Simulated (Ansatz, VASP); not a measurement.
## AlN: VASP beside Ansatz

INCAR

```
PREC = Accurate
ENCUT = 600
EDIFF = 1E-6
ISMEAR = 0
SIGMA = 0.02
LREAL = F
LASPH = T
NELM = 120
ALGO = Normal
ISIF = 2
LWAVE = F
LCHARG = F
GGA = CA
NBANDS = 11
GGA_COMPAT = F
```

Contents of KPOINTS:

```
Automatic mesh
0
Gamma
  10 10 10
```

POSCAR

```
AlN
1.0
    0.0000000000      2.1711439908      2.1711439908
    2.1711439908      0.0000000000      2.1711439908
    2.1711439908      2.1711439908      0.0000000000
Al N
1 1
Direct
    0.0000000000      0.0000000000      0.0000000000
    0.2500000000      0.2500000000      0.2500000000
```

Input for Ansatz:

```yaml
crystal:
  lattice:
    - [0.0, 2.1711439908, 2.1711439908]
    - [2.1711439908, 0.0, 2.1711439908]
    - [2.1711439908, 2.1711439908, 0.0]
  atoms:
    - { symbol: Al, position: [0.0, 0.0, 0.0] }
    - { symbol: "N", position: [0.25, 0.25, 0.25] }
basis:
  ecutwfc: 420
kpoints:
  mp_grid: { grid: [10, 10, 10] }
  band_path:
    path:
      - [[0.0, 0.0, 0.0], [-0.5, -0.5, 0.0], [-0.375, -0.375, 0.25]]
      - [[-0.375, 0.0, 0.375], [0.0, 0.0, 0.0], [0.0, 0.0, 0.5], [-0.5, -0.25, 0.25], [-0.5, -0.5, 0.0]]
    npoints: 10
hamiltonian:
  xc: lda
  pseudopotentials: { kind: paw }
scf:
  occupations: { method: gaussian, width: 0.02 }
  n_extra_bands: 7
output:
  forces: true
  stress: true
  eigenvalues: true
```

Alike in both runs: task single point; functional LDA; k mesh 10 × 10 × 10; occupations gaussian, width 0.02 eV; no spin polarisation.

|  | VASP | Ansatz |
| --- | --- | --- |
| version | VASP 6.6.1 | Ansatz 0.2.0 |
| potentials or method | VASP PAW LDA potentials, release 64 (Al, N), cutoff 600 eV | scalar-relativistic, plane waves, PAW |
| valence electrons in the cell | 8 | 8 |

|  | VASP | Ansatz | Ansatz less VASP |
| --- | --- | --- | --- |
| gap on the k mesh at the Fermi level (eV) | 3.23 | 3.25 | +0.021 |
| least direct gap on the mesh (eV) | 4.39 | 4.39 | -0.006 |
| pressure (GPa) | 0.5 | 0.0 | -0.54 |

LDA's correlation is that of Perdew and Zunger in VASP and of Perdew and Wang (1992) in Ansatz.
